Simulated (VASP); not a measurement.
# Lu (Fd-3m) in VASP: further runs

Lu is run at these levels: PBEsol; tasks: single point, relaxation of cell and atoms.

Program: VASP 6.6.1. These are calculated values, not measurements. Logs are shortened: lines on timing, memory, paths and dates and some standing lists are left out, and cuts for length are marked.

### Step 1. The cell of the first run

It takes space group Fd-3m (No. 227, cubic). The conventional cell has a = 7.270 Å, b = 7.270 Å, c = 7.270 Å, α = 90.00°, β = 90.00°, γ = 90.00°. Lu (site symmetry -43m) has 4 Lu at 3.15 Å within 4.1 Å.

This isn't the form of Lu at room conditions, which is hcp.

### Step 2. Single point, PBEsol (48.03 Å³/atom)

INCAR reads:

```
ALGO     = Normal         # electronic algorithm
EDIFF    = 1E-6           # SCF threshold, eV
ENCUT    = 520            # plane-wave cutoff, eV
GGA      = PS             # functional
ISIF     = 2              # what is computed and relaxed
ISMEAR   = -1             # smearing method
LASPH    = T              # aspherical terms in the spheres
LCHARG   = F              # write CHGCAR
LREAL    = F              # projectors in reciprocal space
LWAVE    = F              # write WAVECAR
NBANDS   = 32             # bands
NELM     = 80             # most SCF steps
PREC     = Accurate       # precision mode
SIGMA    = 0.1            # smearing width, eV
```

KPOINTS reads:

```
k-points
0
Gamma
  9 9 9
```

POSCAR reads:

```
Lu
1.0
    0.0000000000      3.6350860223      3.6350860223
    3.6350860223      0.0000000000      3.6350860223
    3.6350860223      3.6350860223      0.0000000000
Lu
2
Direct
    0.1250000000      0.1250000000      0.1250000000
    0.8750000000      0.8750000000      0.8750000000
```

Potentials or basis: VASP PAW PBE potentials, release 64 (Lu).

Launch:

```console
> cat potpaw_PBE.64/Lu/POTCAR > POTCAR
> mpirun -np 1 vasp_std > vasp.out
```

OUTCAR:

```text
EDIFF = 1E-6
   ENCUT = 520
   GGA = PS
   ISIF = 2
   ISMEAR = -1
   LASPH = T
   LREAL = F
   NELM = 80
   PREC = Accurate

 ion  position               nearest neighbor table
   1  0.125  0.125  0.125-   2 3.15   2 3.15   2 3.15   2 3.15
   2  0.875  0.875  0.875-   1 3.15   1 3.15   1 3.15   1 3.15

  LATTYP: Found a face centered cubic cell.
 ALAT       =     7.2701720446

  Lattice vectors:

 A1 = (   0.0000000000,   3.6350860223,   3.6350860223)
 A2 = (   3.6350860223,   0.0000000000,   3.6350860223)
 A3 = (   3.6350860223,   3.6350860223,   0.0000000000)

Analysis of symmetry for initial positions (statically):
=====================================================================
 Subroutine PRICEL returns:
 Original cell was already a primitive cell.

 Routine SETGRP: Setting up the symmetry group for a
 face centered cubic supercell.

 Subroutine GETGRP returns: Found 48 space group operations
 (whereof 12 operations were pure point group operations)
 out of a pool of 48 trial point group operations.

The static configuration has the point symmetry D_3d.
 The point group associated with its full space group is O_h .

Analysis of symmetry for dynamics (positions and initial velocities):
=====================================================================
 Subroutine PRICEL returns:
 Original cell was already a primitive cell.

 Routine SETGRP: Setting up the symmetry group for a
 face centered cubic supercell.

 Subroutine GETGRP returns: Found 48 space group operations
 (whereof 12 operations were pure point group operations)
 out of a pool of 48 trial point group operations.

The dynamic configuration has the point symmetry D_3d.
 The point group associated with its full space group is O_h .

 Subroutine INISYM returns: Found 48 space group operations
 (whereof 12 operations are pure point group operations),
 and found     1 'primitive' translations

----------------------------------------------------------------------------------------

                                     Primitive cell

  volume of cell :      96.0670

  direct lattice vectors                    reciprocal lattice vectors
     0.000000000  3.635086022  3.635086022    -0.137548327  0.137548327  0.137548327
     3.635086022  0.000000000  3.635086022     0.137548327 -0.137548327  0.137548327
     3.635086022  3.635086022  0.000000000     0.137548327  0.137548327 -0.137548327

  length of vectors
     5.140787953  5.140787953  5.140787953     0.238240690  0.238240690  0.238240690

  position of ions in fractional coordinates (direct lattice)
     0.125000000  0.125000000  0.125000000
     0.875000000  0.875000000  0.875000000

  ion indices of the primitive-cell ions
   primitive index   ion index
                 1           1
                 2           2

----------------------------------------------------------------------------------------

 KPOINTS: k-points

Automatic generation of k-mesh.
 Grid dimensions read from file:
 generate k-points for:    9    9    9

 Generating k-lattice:

  Cartesian coordinates                     Fractional coordinates (reciprocal lattice)
    -0.015283147  0.015283147  0.015283147     0.111111111  0.000000000  0.000000000
     0.015283147 -0.015283147  0.015283147     0.000000000  0.111111111  0.000000000
     0.015283147  0.015283147 -0.015283147     0.000000000  0.000000000  0.111111111

  Length of vectors
     0.026471188  0.026471188  0.026471188

  Shift w.r.t. Gamma in fractional coordinates (k-lattice)
     0.000000000  0.000000000  0.000000000

 Subroutine IBZKPT returns following result:
 ===========================================

 Found     35 irreducible k-points:

 Following reciprocal coordinates:
            Coordinates               Weight
  0.000000  0.000000  0.000000      1.000000
  0.111111  0.000000  0.000000      8.000000
  0.222222  0.000000  0.000000      8.000000
  0.333333  0.000000  0.000000      8.000000
  0.444444  0.000000  0.000000      8.000000
  0.111111  0.111111  0.000000      6.000000
[... 16 lines left out ...]
 -0.333333  0.333333  0.000000     12.000000
  0.444444  0.444444  0.000000      6.000000
 [... further k-points ...]
   k-points           NKPTS =     35   k-points in BZ     NKDIM =     35   number of bands    NBANDS=     32
   number of dos      NEDOS =    301   number of ions     NIONS =      2
   total plane-waves  NPLWV =  64000
   dimension x,y,z NGX =    40 NGY =   40 NGZ =   40
   dimension x,y,z NGXF=    80 NGYF=   80 NGZF=   80
   ions per type =               2
   NGX,Y,Z   is equivalent  to a cutoff of  12.94, 12.94, 12.94 a.u.
   NGXF,Y,Z  is equivalent  to a cutoff of  25.87, 25.87, 25.87 a.u.
 SYSTEM =  unknown system
   PREC   = accura    normal or accurate (medium, high low for compatibility)
   ISTART =      0    job   : 0-new  1-cont  2-samecut
   ICHARG =      2    charge: 1-file 2-atom 10-const
   ISPIN  =      1    spin polarized calculation?
   LNONCOLLINEAR =      F non collinear calculations
   LSORBIT =      F    spin-orbit coupling
   LASPH  =      T    aspherical Exc in radial PAW
   ENCUT  =  520.0 eV  38.22 Ry    6.18 a.u.   9.56  9.56  9.56*2*pi/ulx,y,z
   NELM   =     80;   NELMIN=  2; NELMDL= -5     # of ELM steps
   EDIFF  = 0.1E-05   stopping-criterion for ELM
   LREAL  =      F    real-space projection
[... 7 lines left out ...]
   TEBEG  =    0.0;   TEEND  =   0.0 temperature during run
   PSTRESS=    0.0 pullay stress
   NELECT =      50.0000    total number of electrons
   NUPDOWN=      -1.0000    fix difference up-down
   EMIN   =  10.00;   EMAX   =-10.00  energy-range for DOS
   EFERMI =   0.00;   METHOD = LEGACY
   ISMEAR =    -1;   SIGMA  =   0.10  broadening in eV -4-tet -1-fermi 0-gaus
   EFERMI_NEDOS =   21; number of points for ismear=-14 and -15
   IALGO  =     38    algorithm
   IMIX   =      4    mixing-type and parameters
     AMIX     =   0.40;   BMIX     =  1.00
     AMIX_MAG =   1.60;   BMIX_MAG =  1.00
  volume/ion in A,a.u.               =      48.03       324.15
  Fermi-wavevector in a.u.,A,eV,Ry     =   1.316862  2.488508 23.594197  1.734125
  Thomas-Fermi vector in A             =   2.446944
   LORBIT       =      0    0 simple, 1 ext, 2 COOP (PROOUT), +10 PAW based schemes
   GGA     = PS    functional components
   LHFCALC =     F    Hartree Fock is set to
   AEXX    =    0.0000 exact exchange contribution
   IVDW    =     0    specifies the selected vdW correction
   LEPSILON=     F    determine dielectric tensor
   LRPA    =     F    only Hartree local field effects (RPA)
 non-spin polarized calculation
  energy-cutoff  :      520.00
  volume of cell :       96.07
 maximum number of plane-waves:      2637
 NGX is ok and might be reduce to    40
   NGX = 19   NGY = 19   NGZ = 19

 number of electron      50.0000016 magnetization

 Free energy of the ion-electron system (eV)
  ---------------------------------------------------
  ext. energy  EPLUGINS =         0.00000000
  ---------------------------------------------------
  free energy    TOTEN  =        -5.74668339 eV

  energy without entropy =       -5.59177067  energy(sigma->0) =       -5.66922703

 E-fermi :   0.0054     XC(G=0):  -8.3972

 val. band max:       -0.0305187615   @ k =  -0.2222   0.1111   0.0000
 cond. band min:       0.0248538455   @ k =  -0.4444   0.2222   0.1111
 fundamental gap:      0.0553726069
 Fermi energy:         0.0053989181

 k-point     1 :       0.0000    0.0000    0.0000
  band No.  band energies     occupation
      1     -57.1327      2.00000
      2     -57.0674      2.00000
      3     -27.8904      2.00000
      4     -27.8904      2.00000
      5     -27.8904      2.00000
      6     -27.5761      2.00000
[... 24 lines left out ...]
     31       1.9230      0.00000
     32       5.0611      0.00000

 k-point     2 :       0.1111    0.0000    0.0000
  band No.  band energies     occupation
      1     -57.1312      2.00000
      2     -57.0689      2.00000
      3     -27.8944      2.00000
      4     -27.8944      2.00000
      5     -27.8890      2.00000
      6     -27.5782      2.00000
[... 24 lines left out ...]
     31       1.9181      0.00000
     32       5.0219      0.00000

 k-point     3 :       0.2222    0.0000    0.0000
  band No.  band energies     occupation
      1     -57.1272      2.00000
      2     -57.0730      2.00000
      3     -27.9041      2.00000
      4     -27.9041      2.00000
      5     -27.8856      2.00000
      6     -27.5834      2.00000
[... 24 lines left out ...]
     31       1.9847      0.00000
     32       4.8784      0.00000

 k-point     4 :       0.3333    0.0000    0.0000
  band No.  band energies     occupation
      1     -57.1217      2.00000
      2     -57.0785      2.00000
      3     -27.9145      2.00000
      4     -27.9145      2.00000
      5     -27.8817      2.00000
      6     -27.5893      2.00000
[... 24 lines left out ...]
     31       2.2580      0.00000
     32       4.5864      0.00000

 k-point     5 :       0.4444    0.0000    0.0000
  band No.  band energies     occupation
      1     -57.1171      2.00000
      2     -57.0831      2.00000
      3     -27.9209      2.00000
      4     -27.9209      2.00000
      5     -27.8791      2.00000
      6     -27.5932      2.00000
[... 584 lines left out ...]
     31       2.3984      0.00000
     32       3.2553      0.00000

 k-point    22 :      -0.4444    0.3333    0.0000
  band No.  band energies     occupation
      1     -57.1064      2.00000
      2     -57.0938      2.00000
      3     -27.9569      2.00000
      4     -27.9448      2.00000
      5     -27.7785      2.00000
      6     -27.6949      2.00000
[... 24 lines left out ...]
     31       2.2931      0.00000
     32       3.7541      0.00000

 k-point    23 :      -0.3333    0.3333    0.0000
  band No.  band energies     occupation
      1     -57.1083      2.00000
      2     -57.0919      2.00000
      3     -27.9587      2.00000
      4     -27.9376      2.00000
      5     -27.7955      2.00000
      6     -27.6770      2.00000
[... 24 lines left out ...]
     31       2.6116      0.00000
     32       3.3684      0.00000

 k-point    24 :       0.4444    0.4444    0.0000
  band No.  band energies     occupation
      1     -57.1058      2.00000
      2     -57.0944      2.00000
      3     -27.9518      2.00000
      4     -27.9518      2.00000
      5     -27.7646      2.00000
      6     -27.7103      2.00000
[... 24 lines left out ...]
     31       2.3830      0.00000
     32       2.7233      0.00000

 [... further k-points ...]
[... 5 lines left out ...]
  --------------------------------------------------------------------------------------
  -------------------------------------------------------------------------------------
  Total       -0.2303074     -0.2303074     -0.2303074      0.0000000     -0.0000000     -0.0000000
  in kB       -3.8410005     -3.8410005     -3.8410005      0.0000000     -0.0000000     -0.0000000
  external PRESSURE =      -3.8410005 kB  Pullay stress =       0.0000000 kB

 VOLUME and BASIS-vectors are now :
 -----------------------------------------------------------------------------
  energy-cutoff  :      520.00
  volume of cell :       96.07
      direct lattice vectors                 reciprocal lattice vectors
     0.000000000  3.635086022  3.635086022    -0.137548327  0.137548327  0.137548327
     3.635086022  0.000000000  3.635086022     0.137548327 -0.137548327  0.137548327
     3.635086022  3.635086022  0.000000000     0.137548327  0.137548327 -0.137548327

 POSITION                                       TOTAL-FORCE (eV/Angst)
 -----------------------------------------------------------------------------------
      0.90877      0.90877      0.90877         0.000000      0.000000     -0.000000
      6.36140      6.36140      6.36140        -0.000000     -0.000000      0.000000
 -----------------------------------------------------------------------------------
    total drift:                                0.000000      0.000000     -0.000000

  FREE ENERGIE OF THE ION-ELECTRON SYSTEM (eV)
  ---------------------------------------------------
  free  energy   TOTEN  =        -5.7466833854 eV

  energy  without entropy=       -5.5917706708  energy(sigma->0) =       -5.66922703
```

Wall time 2.4 min (1 thread of Oxide Virtual Turin-like, shared host); peak memory 0.25 GiB.

Results:

```yaml
Free_energy: -5.7467 eV
Pressure: -0.4 GPa
Band_gap_on_the_k_mesh: zero (bands 25 and 26 overlap by 1.20 eV)
```

Caveat: the PAW data sets were made with another functional, which shifts forces and pressure a little; spin-orbit coupling is left out, which moves the levels of the heavy elements.

[end of part 1 of 2]

The gap in the log of VASP goes by the Fermi energy; the results here count the filled bands.